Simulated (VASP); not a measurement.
# V (Im-3m) in VASP: notebook

Aim: see how the results for V move with the level of theory and the settings. Levels: PBEsol, r2SCAN. Tasks: electric field gradients.

All numbers are computed with VASP 6.6.1; they aren't measurements. Logs are shortened: lines on timing, memory, paths and dates and some standing lists are left out, and cuts for length are marked.

## Step 1: The cell of the first run

Symmetry: Im-3m, No. 229, cubic system. Conventional cell: a = 2.922 Å, b = 2.922 Å, c = 2.922 Å, α = 90.00°, β = 90.00°, γ = 90.00°. V (site symmetry m-3m) has 14 V at 2.53 to 2.92 Å within 3.3 Å.

## Step 2: Electric field gradients, PBEsol

File INCAR:

```
SYSTEM = V
  ALGO = Normal
  EDIFF = 1E-8
  ENCUT = 520
  GGA = PS
  ISIF = 2
  ISMEAR = -1
  LASPH = .True.
  LCHARG = .False.
  LEFG = .True.
  LREAL = .False.
  LWAVE = .False.
  NBANDS = 12
  NELM = 100
  PREC = Accurate
  SIGMA = 0.03
```

File KPOINTS:

```
k-points
0
Gamma
  15 15 15
  0 0 0
```

File POSCAR:

```
V
1.0
   -1.4610173538      1.4610173538      1.4610173538
    1.4610173538     -1.4610173538      1.4610173538
    1.4610173538      1.4610173538     -1.4610173538
V
1
Direct
    0.0000000000      0.0000000000      0.0000000000
```

Potentials or basis: VASP PAW PBE potentials, release 64 (V_sv).

The run is started by

```
$ cat potpaw_PBE.64/V_sv/POTCAR > POTCAR
$ mpirun -np 1 vasp_std > vasp.out
```

OUTCAR:

```text
SYSTEM = V
   EDIFF = 1E-8
   ENCUT = 520
   GGA = PS
   ISIF = 2
   ISMEAR = -1
   LASPH = .True.
   LREAL = .False.
   NELM = 100
   PREC = Accurate

 ion  position               nearest neighbor table
   1  0.000  0.000  0.000-

  LATTYP: Found a body centered cubic cell.
 ALAT       =     2.9220347076

  Lattice vectors:

 A1 = (  -1.4610173538,   1.4610173538,   1.4610173538)
 A2 = (   1.4610173538,  -1.4610173538,   1.4610173538)
 A3 = (   1.4610173538,   1.4610173538,  -1.4610173538)

Analysis of symmetry for initial positions (statically):
=====================================================================
 Subroutine PRICEL returns:
 Original cell was already a primitive cell.

 Routine SETGRP: Setting up the symmetry group for a
 body centered cubic supercell.

 Subroutine GETGRP returns: Found 48 space group operations
 (whereof 48 operations were pure point group operations)
 out of a pool of 48 trial point group operations.

The static configuration has the point symmetry O_h .

Analysis of symmetry for dynamics (positions and initial velocities):
=====================================================================
 Subroutine PRICEL returns:
 Original cell was already a primitive cell.

 Routine SETGRP: Setting up the symmetry group for a
 body centered cubic supercell.

 Subroutine GETGRP returns: Found 48 space group operations
 (whereof 48 operations were pure point group operations)
 out of a pool of 48 trial point group operations.

The dynamic configuration has the point symmetry O_h .

 Subroutine INISYM returns: Found 48 space group operations
 (whereof 48 operations are pure point group operations),
 and found     1 'primitive' translations

----------------------------------------------------------------------------------------

                                     Primitive cell

  volume of cell :      12.4746

  direct lattice vectors                    reciprocal lattice vectors
    -1.461017354  1.461017354  1.461017354     0.000000000  0.342227283  0.342227283
     1.461017354 -1.461017354  1.461017354     0.342227283  0.000000000  0.342227283
     1.461017354  1.461017354 -1.461017354     0.342227283  0.342227283  0.000000000

  length of vectors
     2.530556288  2.530556288  2.530556288     0.483982466  0.483982466  0.483982466

  position of ions in fractional coordinates (direct lattice)
     0.000000000  0.000000000  0.000000000

  ion indices of the primitive-cell ions
   primitive index   ion index
                 1           1

----------------------------------------------------------------------------------------

 KPOINTS: k-points

Automatic generation of k-mesh.
 Grid dimensions read from file:
 generate k-points for:   15   15   15

 Generating k-lattice:

  Cartesian coordinates                     Fractional coordinates (reciprocal lattice)
     0.000000000  0.022815152  0.022815152     0.066666667  0.000000000  0.000000000
     0.022815152  0.000000000  0.022815152     0.000000000  0.066666667  0.000000000
     0.022815152  0.022815152  0.000000000     0.000000000  0.000000000  0.066666667

  Length of vectors
     0.032265498  0.032265498  0.032265498

  Shift w.r.t. Gamma in fractional coordinates (k-lattice)
     0.000000000  0.000000000  0.000000000

 Subroutine IBZKPT returns following result:
 ===========================================

 Found    120 irreducible k-points:

 Following reciprocal coordinates:
            Coordinates               Weight
  0.000000  0.000000  0.000000      1.000000
  0.066667  0.000000  0.000000     12.000000
  0.133333  0.000000  0.000000     12.000000
  0.200000  0.000000  0.000000     12.000000
  0.266667  0.000000  0.000000     12.000000
  0.333333  0.000000  0.000000     12.000000
[... 16 lines left out ...]
  0.333333  0.200000  0.000000     48.000000
  0.400000  0.200000  0.000000     24.000000
 [... further k-points ...]
   k-points           NKPTS =    120   k-points in BZ     NKDIM =    120   number of bands    NBANDS=     12
   number of dos      NEDOS =    301   number of ions     NIONS =      1
   total plane-waves  NPLWV =   8000
   dimension x,y,z NGX =    20 NGY =   20 NGZ =   20
   dimension x,y,z NGXF=    40 NGYF=   40 NGZF=   40
   ions per type =               1
   NGX,Y,Z   is equivalent  to a cutoff of  13.14, 13.14, 13.14 a.u.
   NGXF,Y,Z  is equivalent  to a cutoff of  26.28, 26.28, 26.28 a.u.
 SYSTEM =  V
   PREC   = accura    normal or accurate (medium, high low for compatibility)
   ISTART =      0    job   : 0-new  1-cont  2-samecut
   ICHARG =      2    charge: 1-file 2-atom 10-const
   ISPIN  =      1    spin polarized calculation?
   LNONCOLLINEAR =      F non collinear calculations
   LSORBIT =      F    spin-orbit coupling
   LASPH  =      T    aspherical Exc in radial PAW
   ENCUT  =  520.0 eV  38.22 Ry    6.18 a.u.   4.71  4.71  4.71*2*pi/ulx,y,z
   NELM   =    100;   NELMIN=  2; NELMDL= -5     # of ELM steps
   EDIFF  = 0.1E-07   stopping-criterion for ELM
   LREAL  =      F    real-space projection
   EDIFFG = 0.1E-06   stopping-criterion for IOM
   NSW    =      0    number of steps for IOM
   IBRION =     -1    ionic relax: 0-MD 1-quasi-New 2-CG
   NFREE  =      0    steps in history (QN), initial steepest desc. (CG)
   ISIF   =      2    stress and relaxation
   ISYM   =      2    0-nonsym 1-usesym 2-fastsym
   POTIM  = 0.5000    time-step for ionic-motion
   TEBEG  =    0.0;   TEEND  =   0.0 temperature during run
   PSTRESS=    0.0 pullay stress
   NELECT =      13.0000    total number of electrons
   NUPDOWN=      -1.0000    fix difference up-down
   EMIN   =  10.00;   EMAX   =-10.00  energy-range for DOS
   EFERMI =   0.00;   METHOD = LEGACY
   ISMEAR =    -1;   SIGMA  =   0.03  broadening in eV -4-tet -1-fermi 0-gaus
   EFERMI_NEDOS =   21; number of points for ismear=-14 and -15
   IALGO  =     38    algorithm
   IMIX   =      4    mixing-type and parameters
     AMIX     =   0.40;   BMIX     =  1.00
     AMIX_MAG =   1.60;   BMIX_MAG =  1.00
  volume/ion in A,a.u.               =      12.47        84.18
  Fermi-wavevector in a.u.,A,eV,Ry     =   1.659767  3.136506 37.481710  2.754828
  Thomas-Fermi vector in A             =   2.747119
   LORBIT       =      0    0 simple, 1 ext, 2 COOP (PROOUT), +10 PAW based schemes
   GGA     = PS    functional components
   LHFCALC =     F    Hartree Fock is set to
   AEXX    =    0.0000 exact exchange contribution
   IVDW    =     0    specifies the selected vdW correction
   LEPSILON=     F    determine dielectric tensor
   LRPA    =     F    only Hartree local field effects (RPA)
 non-spin polarized calculation
  energy-cutoff  :      520.00
  volume of cell :       12.47
 maximum number of plane-waves:       358
   NGX =  9   NGY =  9   NGZ =  9

 number of electron      13.0000010 magnetization

 Free energy of the ion-electron system (eV)
  ---------------------------------------------------
  ext. energy  EPLUGINS =         0.00000000
  ---------------------------------------------------
  free energy    TOTEN  =        -9.62855624 eV

  energy without entropy =       -9.62525265  energy(sigma->0) =       -9.62690445

 E-fermi :  10.5401     XC(G=0): -13.4858

 val. band max:       10.5357906190   @ k =   0.4000   0.2000   0.0000
 cond. band min:      10.5463719170   @ k =   0.0667   0.0667   0.0667
 fundamental gap:      0.0105812980
 Fermi energy:        10.5401264600

 k-point     1 :       0.0000    0.0000    0.0000
  band No.  band energies     occupation
      1     -52.8490      2.00000
      2     -26.1074      2.00000
      3     -26.1074      2.00000
      4     -26.1074      2.00000
      5       3.7965      2.00000
      6      10.9688      0.00000
      7      10.9688      0.00000
      8      10.9688      0.00000
      9      13.1768      0.00000
     10      13.1768      0.00000
     11      31.6343      0.00000
     12      31.6343      0.00000

 k-point     2 :       0.0667    0.0000    0.0000
  band No.  band energies     occupation
      1     -52.8374      2.00000
      2     -26.1601      2.00000
      3     -26.1232      2.00000
      4     -26.1079      2.00000
      5       3.9898      2.00000
      6      10.8826      0.00002
      7      10.9498      0.00000
      8      11.1114      0.00000
      9      13.0766      0.00000
     10      13.1822      0.00000
     11      31.3822      0.00000
     12      31.6253      0.00000
[... 316 lines left out ...]
 k-point    24 :       0.4000    0.2000    0.0000
  band No.  band energies     occupation
      1     -52.5556      2.00000
      2     -27.1213      2.00000
      3     -26.6324      2.00000
      4     -26.2234      2.00000
      5       8.0291      2.00000
      6       9.3380      2.00000
      7      10.5358      1.07214
      8      13.1361      0.00000
      9      13.8532      0.00000
     10      17.5775      0.00000
     11      21.5325      0.00000
     12      24.8364      0.00000

 [... further k-points ...]
[... 5 lines left out ...]
  --------------------------------------------------------------------------------------
  -------------------------------------------------------------------------------------
  Total        0.6274445      0.6274445      0.6274445     -0.0000000     -0.0000000      0.0000000
  in kB       80.5860300     80.5860300     80.5860300     -0.0000000     -0.0000000      0.0000000
  external PRESSURE =      80.5860300 kB  Pullay stress =       0.0000000 kB

 VOLUME and BASIS-vectors are now :
 -----------------------------------------------------------------------------
  energy-cutoff  :      520.00
  volume of cell :       12.47
      direct lattice vectors                 reciprocal lattice vectors
    -1.461017354  1.461017354  1.461017354     0.000000000  0.342227283  0.342227283
     1.461017354 -1.461017354  1.461017354     0.342227283  0.000000000  0.342227283
     1.461017354  1.461017354 -1.461017354     0.342227283  0.342227283  0.000000000

 POSITION                                       TOTAL-FORCE (eV/Angst)
 -----------------------------------------------------------------------------------
      0.00000      0.00000      0.00000         0.000000     -0.000000     -0.000000
 -----------------------------------------------------------------------------------
    total drift:                                0.000000     -0.000000      0.000000

  FREE ENERGIE OF THE ION-ELECTRON SYSTEM (eV)
  ---------------------------------------------------
  free  energy   TOTEN  =        -9.6285562446 eV

  energy  without entropy=       -9.6252526502  energy(sigma->0) =       -9.62690445

 Electric field gradients (V/A^2)
---------------------------------------------------------------------
 ion       V_xx      V_yy      V_zz      V_xy      V_xz      V_yz
---------------------------------------------------------------------
   1      -0.000    -0.000     0.000    -0.000    -0.000    -0.000
---------------------------------------------------------------------

 Electric field gradients after diagonalization (V/A^2)
 (convention: |V_zz| > |V_xx| > |V_yy|)
----------------------------------------------------------------------
 ion       V_xx      V_yy      V_zz     asymmetry (V_yy - V_xx)/ V_zz
----------------------------------------------------------------------
   1       0.000     0.000    -0.000       0.000
----------------------------------------------------------------------

           NMR quadrupolar parameters

 Cq : quadrupolar parameter    Cq=e*Q*V_zz/h
 eta: asymmetry parameters     (V_yy - V_xx)/ V_zz
 Q  : nuclear electric quadrupole moment in mb (millibarn)
----------------------------------------------------------------------
 ion       Cq(MHz)       eta       Q (mb)
----------------------------------------------------------------------
   1      -0.000       0.000       1.000
----------------------------------------------------------------------
```

Run time: 11 s. Hardware: 1 thread of AMD EPYC 7R13 (Zen 3), shared host; peak memory 0.1 GiB.

Results:

```
Free energy : -9.6286 eV
Pressure    : 8.1 GPa
```

Levels at points of the mesh, in eV from the Fermi level:
```tsv
k point	band 2	band 3	band 4	band 5	band 6	band 7	band 8	band 9	band 10	band 11
(0.00, 0.00, 0.00)	-36.65	-36.65	-36.65	-6.74	0.43	0.43	0.43	2.64	2.64	21.09
```

Caveat: without QUAD_EFG the Cq values of the log hold for a quadrupole moment of 1 mb, not for the nuclei; the PAW data sets were made with another functional, which shifts forces and pressure a little.

## Step 3: Electric field gradients, r2SCAN

POSCAR is that of step 2.

File INCAR.step1:

```
SYSTEM = V
ALGO = Normal
EDIFF = 1E-4
ENCUT = 520
GGA = PE
ISMEAR = -1
LASPH = .TRUE.
LCHARG = .FALSE.
LREAL = .FALSE.
LWAVE = .TRUE.
NBANDS = 12
NELM = 100
PREC = Accurate
SIGMA = 0.03
```

File INCAR.step2:

```
SYSTEM = V
ALGO = Normal
EDIFF = 1E-8
ENCUT = 520
ISIF = 2
ISMEAR = -1
ISTART = 1
LASPH = .TRUE.
LCHARG = .FALSE.
LEFG = .TRUE.
LMIXTAU = .TRUE.
LREAL = .FALSE.
LWAVE = .FALSE.
METAGGA = R2SCAN
NBANDS = 12
NELM = 100
PREC = Accurate
SIGMA = 0.03
```

File KPOINTS:

```
k-points
0
G
  15 15 15
  0 0 0
```

Potentials or basis: VASP PAW PBE potentials, release 64 (V_sv).

The run is started by

```
$ cat potpaw_PBE.64/V_sv/POTCAR > POTCAR
$ cp INCAR.step1 INCAR
$ mpirun -np 1 vasp_std > vasp.out
$ cp INCAR.step2 INCAR
$ mpirun -np 1 vasp_std > vasp.out
```

OUTCAR:

```text
SYSTEM = V
   EDIFF = 1E-8
   ENCUT = 520
   ISIF = 2
   ISMEAR = -1
   ISTART = 1
   LASPH = .TRUE.
   LREAL = .FALSE.
   METAGGA = R2SCAN
   NELM = 100
   PREC = Accurate

 ion  position               nearest neighbor table
   1  0.000  0.000  0.000-

  LATTYP: Found a body centered cubic cell.
 ALAT       =     2.9220347076

  Lattice vectors:

 A1 = (  -1.4610173538,   1.4610173538,   1.4610173538)
 A2 = (   1.4610173538,  -1.4610173538,   1.4610173538)
 A3 = (   1.4610173538,   1.4610173538,  -1.4610173538)

Analysis of symmetry for initial positions (statically):
=====================================================================
 Subroutine PRICEL returns:
[... 543 lines left out ...]
  Total        1.0771372      1.0771372      1.0771372      0.0000000      0.0000000     -0.0000000
  in kB      138.3424579    138.3424579    138.3424579      0.0000000      0.0000000     -0.0000000
  external PRESSURE =     138.3424579 kB  Pullay stress =       0.0000000 kB

 VOLUME and BASIS-vectors are now :
 -----------------------------------------------------------------------------
  energy-cutoff  :      520.00
  volume of cell :       12.47
      direct lattice vectors                 reciprocal lattice vectors
    -1.461017354  1.461017354  1.461017354     0.000000000  0.342227283  0.342227283
     1.461017354 -1.461017354  1.461017354     0.342227283  0.000000000  0.342227283
     1.461017354  1.461017354 -1.461017354     0.342227283  0.342227283  0.000000000

 POSITION                                       TOTAL-FORCE (eV/Angst)
 -----------------------------------------------------------------------------------
      0.00000      0.00000      0.00000         0.000000      0.000000      0.000000
 -----------------------------------------------------------------------------------
    total drift:                                0.000000     -0.000000      0.000000

  FREE ENERGIE OF THE ION-ELECTRON SYSTEM (eV)
  ---------------------------------------------------
  free  energy   TOTEN  =       -14.0992983680 eV

  energy  without entropy=      -14.0961091933  energy(sigma->0) =      -14.09770378

 Electric field gradients (V/A^2)
---------------------------------------------------------------------
 ion       V_xx      V_yy      V_zz      V_xy      V_xz      V_yz
---------------------------------------------------------------------
   1      -0.000    -0.000    -0.000    -0.000    -0.000    -0.000
---------------------------------------------------------------------

 Electric field gradients after diagonalization (V/A^2)
 (convention: |V_zz| > |V_xx| > |V_yy|)
----------------------------------------------------------------------
 ion       V_xx      V_yy      V_zz     asymmetry (V_yy - V_xx)/ V_zz
----------------------------------------------------------------------
   1       0.000     0.000    -0.000       0.000
----------------------------------------------------------------------

           NMR quadrupolar parameters

 Cq : quadrupolar parameter    Cq=e*Q*V_zz/h
 eta: asymmetry parameters     (V_yy - V_xx)/ V_zz
 Q  : nuclear electric quadrupole moment in mb (millibarn)
----------------------------------------------------------------------
 ion       Cq(MHz)       eta       Q (mb)
----------------------------------------------------------------------
   1      -0.000       0.000       1.000
----------------------------------------------------------------------
```

OSZICAR.step1:

```text
N       E                     dE             d eps       ncg     rms          rms(c)
DAV:   1     0.874999880589E+02    0.87500E+02   -0.70716E+03  2904   0.120E+03
DAV:   2    -0.896906797493E+01   -0.96469E+02   -0.93549E+02  2948   0.328E+02
DAV:   3    -0.101873096770E+02   -0.12182E+01   -0.12154E+01  3160   0.428E+01
DAV:   4    -0.101933665874E+02   -0.60569E-02   -0.60568E-02  3108   0.319E+00
DAV:   5    -0.101934389029E+02   -0.72315E-04   -0.72315E-04  3112   0.328E-01    0.204E+01
DAV:   6    -0.897895849487E+01    0.12145E+01   -0.26206E+00  2996   0.275E+01    0.274E+00
DAV:   7    -0.895767216088E+01    0.21286E-01   -0.23468E-02  3048   0.185E+00    0.128E+00
DAV:   8    -0.895004025332E+01    0.76319E-02   -0.46750E-03  2996   0.102E+00    0.574E-02
DAV:   9    -0.895005051296E+01   -0.10260E-04   -0.96422E-05  2084   0.146E-01
   1 F= -.89500505E+01 E0= -.89483753E+01  d E =-.335041E-02
```

Wall time 59 s (1 thread of AMD EPYC 7R13 (Zen 3), shared host); peak memory 0.11 GiB.

Results:

```
Free energy : -14.0993 eV
Pressure    : 13.8 GPa
```

Levels at points of the mesh, in eV from the Fermi level:
```tsv
k point	band 3	band 4	band 5	band 6	band 7	band 8	band 9	band 10
(0.00, 0.00, 0.00)	-38.23	-38.23	-7.21	0.50	0.50	0.50	2.88	2.88
```

Caveat: without QUAD_EFG the Cq values of the log hold for a quadrupole moment of 1 mb, not for the nuclei; the PAW data sets were made with another functional, which shifts forces and pressure a little.

(Part 1 of 2 ends here.)
